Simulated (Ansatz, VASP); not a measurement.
# One calculation of GaMo, two programs

Contents of INCAR:

```
SYSTEM = GaMo
ALGO = Fast
EDIFF = 1E-6
ENCUT = 520
GGA = PE
ISIF = 2
ISMEAR = 0
ISPIN = 2
LASPH = .TRUE.
LCHARG = .FALSE.
LMAXMIX = 4
LORBIT = 11
LREAL = .FALSE.
LWAVE = .FALSE.
MAGMOM = 0 1
NBANDS = 24
NELM = 150
PREC = Accurate
SIGMA = 0.1
```

The input KPOINTS:

```
k-points
0
G
  6 6 4
  0 0 0
```

The input POSCAR:

```
GaMo
1.0
    2.8676858681      0.0000000000      0.0000000000
   -1.4338429340      2.4834888118      0.0000000000
    0.0000000000      0.0000000000      4.3898390945
Ga Mo
1 1
Direct
    0.3333333333      0.6666666667      0.0000000000
    0.0000000000      0.0000000000      0.5000000000
```

Input for Ansatz:

```yaml
crystal:
  lattice:
    - [2.8676858681, 0.0, 0.0]
    - [-1.433842934, 2.4834888118, 0.0]
    - [0.0, 0.0, 4.3898390945]
  atoms:
    - { symbol: Ga, position: [0.3333333333, 0.6666666667, 0.0] }
    - { symbol: Mo, position: [0.0, 0.0, 0.5], spin: 1.0 }
basis:
  ecutwfc: 420
kpoints:
  mp_grid: { grid: [6, 6, 4] }
hamiltonian:
  xc: pbe
scf:
  occupations: { method: gaussian, width: 0.1 }
  lower_state_search: "off"
output:
  forces: true
  stress: true
  eigenvalues: true
  populations: true
magnetization:
  spin_polarized: true
```

Change from the starting cell: species swapped into the MgAl type (P-6m2, No. 187).

Alike in both runs: task single point; functional PBE; k mesh 6 × 6 × 4; occupations gaussian, width 0.1 eV; collinear spin.

|  | VASP | Ansatz |
| --- | --- | --- |
| version | VASP 6.6.1 | Ansatz 0.2.0 |
| potentials or method | VASP PAW PBE potentials, release 64 (Ga_d, Mo_sv), cutoff 520 eV | scalar-relativistic, plane waves, PAW |
| valence electrons in the cell | 27 | 27 |

```tsv
	VASP	Ansatz	Ansatz less VASP
gap on the k mesh at the Fermi level (eV)	none	none	-
pressure (GPa)	0.3	-0.1	-0.44
traceless stress, the component that is largest in VASP (GPa)	0.28	0.17	-0.108
net moment per atom (μB)	0.00	0.00	0.000
```

A gap of «none» marks a metal or a gap that the smearing closes. The functional is the same, so the differences come from potentials, cutoffs and numerics. Ansatz's warnings: seeded moment not kept.

The k mesh is coarse, so the values compare programs but aren't converged.
